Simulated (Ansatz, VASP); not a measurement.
One calculation of SnGe3Te4, two programs

The input INCAR:

```
  ALGO = Normal
  EDIFF = 1E-6
  ENCUT = 520
  GGA = PE
  ISIF = 2
  ISMEAR = 0
  LASPH = T
  LCHARG = F
  LREAL = F
  LWAVE = F
  NBANDS = 50
  NELM = 60
  PREC = Accurate
  SIGMA = 0.2
```

KPOINTS

```
k-points
0
Gamma
  6 6 2
```

The input POSCAR:

```
SnGe3Te4
1.0
    4.3298670000      0.0000000000      0.0000000000
    0.0000000000      4.3298670000      0.0000000000
    0.0000000000      0.0000000000     12.2304780000
Sn Ge Te
1 3 4
Direct
    0.0000000000      0.0000000000      0.5000000000
    0.0000000000      0.0000000000      0.0000000000
    0.5000000000      0.5000000000      0.2458700000
    0.5000000000      0.5000000000      0.7541300000
    0.0000000000      0.0000000000      0.2425120000
    0.5000000000      0.5000000000      0.5000000000
    0.0000000000      0.0000000000      0.7574880000
    0.5000000000      0.5000000000      0.0000000000
```

Input for Ansatz:

```yaml
crystal:
  lattice:
    - [4.329867, 0.0, 0.0]
    - [0.0, 4.329867, 0.0]
    - [0.0, 0.0, 12.230478]
  atoms:
    - { symbol: Sn, position: [0.0, 0.0, 0.5] }
    - { symbol: Ge, position: [0.0, 0.0, 0.0] }
    - { symbol: Ge, position: [0.5, 0.5, 0.24587] }
    - { symbol: Ge, position: [0.5, 0.5, 0.75413] }
    - { symbol: Te, position: [0.0, 0.0, 0.242512] }
    - { symbol: Te, position: [0.5, 0.5, 0.5] }
    - { symbol: Te, position: [0.0, 0.0, 0.757488] }
    - { symbol: Te, position: [0.5, 0.5, 0.0] }
basis:
  ecutwfc: 420
kpoints:
  mp_grid: { grid: [6, 6, 2] }
hamiltonian:
  xc: pbe
scf:
  occupations: { method: gaussian, width: 0.2 }
  lower_state_search: "off"
output:
  forces: true
  stress: true
  eigenvalues: true
```

Alike in both runs: task single point; functional PBE; k mesh 6 × 6 × 2; occupations gaussian, width 0.2 eV; no spin polarisation.

```csv
,VASP,Ansatz
version,VASP 6.6.1,Ansatz 0.2.0
potentials or method,"VASP PAW PBE potentials, release 64 (Sn_d, Ge_d, Te), cutoff 520 eV","scalar-relativistic, plane waves, PAW"
valence electrons in the cell,80,120
```

|  | VASP | Ansatz | Ansatz less VASP |
| --- | --- | --- | --- |
| gap on the k mesh at the Fermi level (eV) | none | none | - |
| pressure (GPa) | 0.0 | 0.0 | +0.01 |
| traceless stress, the component that is largest in VASP (GPa) | 0.24 | 0.24 | 0.000 |
| rms of the force components (eV/Å) | 0.007 | 0.007 | -0.0002 |

Atom by atom the forces differ by 0.000 eV/Å (rms over components). A gap of «none» marks a metal or a gap that the smearing closes. The functional is the same, so the differences come from potentials, cutoffs and numerics. VASP's potentials hold 80 valence electrons a cell and Ansatz's 120, so a difference there can come from the potentials and not from the codes.

Spin-orbit coupling is off throughout.
